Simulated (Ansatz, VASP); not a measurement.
Ga: VASP beside Ansatz

The input POSCAR:

```
Ga
1.0
    2.2800686360     -3.8642935040      0.0000000000
    2.2800686360      3.8642935040      0.0000000000
    0.0000000000      0.0000000000      4.5662030320
Ga
4
Direct
    0.1525000000      0.8475000000      0.0785000000
    0.6525000000      0.3475000000      0.4215000000
    0.8475000000      0.1525000000      0.9215000000
    0.3475000000      0.6525000000      0.5785000000
```

The input INCAR.step1:

```
SYSTEM = Ga
ALGO = Normal
EDIFF = 1E-4
ENCUT = 520
GGA = PE
ISMEAR = 0
LASPH = .True.
LCHARG = .False.
LREAL = .False.
LWAVE = .True.
NBANDS = 34
NELM = 100
PREC = Accurate
SIGMA = 0.1
```

INCAR.step2

```
SYSTEM = Ga
ALGO = Normal
EDIFF = 1E-6
ENCUT = 520
ISIF = 2
ISMEAR = 0
ISTART = 1
LASPH = .True.
LCHARG = .False.
LMIXTAU = .True.
LREAL = .False.
LWAVE = .False.
METAGGA = R2SCAN
NBANDS = 34
NELM = 100
PREC = Accurate
SIGMA = 0.1
```

KPOINTS

```
k-points
0
Gamma
  12 12 10
  0 0 0
```

Input for Ansatz:

```yaml
crystal:
  lattice:
    - [2.280068636, -3.864293504, 0.0]
    - [2.280068636, 3.864293504, 0.0]
    - [0.0, 0.0, 4.566203032]
  atoms:
    - { symbol: Ga, position: [0.1525, 0.8475, 0.0785] }
    - { symbol: Ga, position: [0.6525, 0.3475, 0.4215] }
    - { symbol: Ga, position: [0.8475, 0.1525, 0.9215] }
    - { symbol: Ga, position: [0.3475, 0.6525, 0.5785] }
basis:
  ecutwfc: 500
kpoints:
  mp_grid: { grid: [12, 12, 10] }
hamiltonian:
  xc: r2scan
scf:
  occupations: { method: gaussian, width: 0.1 }
output:
  forces: true
  stress: true
  eigenvalues: true
```

Alike in both runs: task single point; functional r2SCAN; k mesh 12 × 12 × 10; occupations gaussian, width 0.1 eV; no spin polarisation.

```csv
,VASP,Ansatz
version,VASP 6.6.1,Ansatz 0.2.0
potentials or method,"VASP PAW PBE potentials, release 64 (Ga_d), cutoff 520 eV","scalar-relativistic, plane waves, PAW"
valence electrons in the cell,52,52
```

VASP gave:

| Property | Result |
| --- | --- |
| gap on the k mesh at the Fermi level (eV) | none |
| pressure (GPa) | -2.4 |
| traceless stress, the component that is largest in VASP (GPa) | 1.03 |
| rms of the force components (eV/Å) | 0.278 |

Q: Estimate Ansatz's values.

A: gap on the k mesh at the Fermi level (eV): none; pressure (GPa): -2.6; traceless stress, the component that is largest in VASP (GPa): 1.00; rms of the force components (eV/Å): 0.279.

VASP's potentials were made for PBE, not for r2SCAN. Atom by atom the forces differ by 0.006 eV/Å (rms over components). A gap of «none» marks a metal or a gap that the smearing closes.
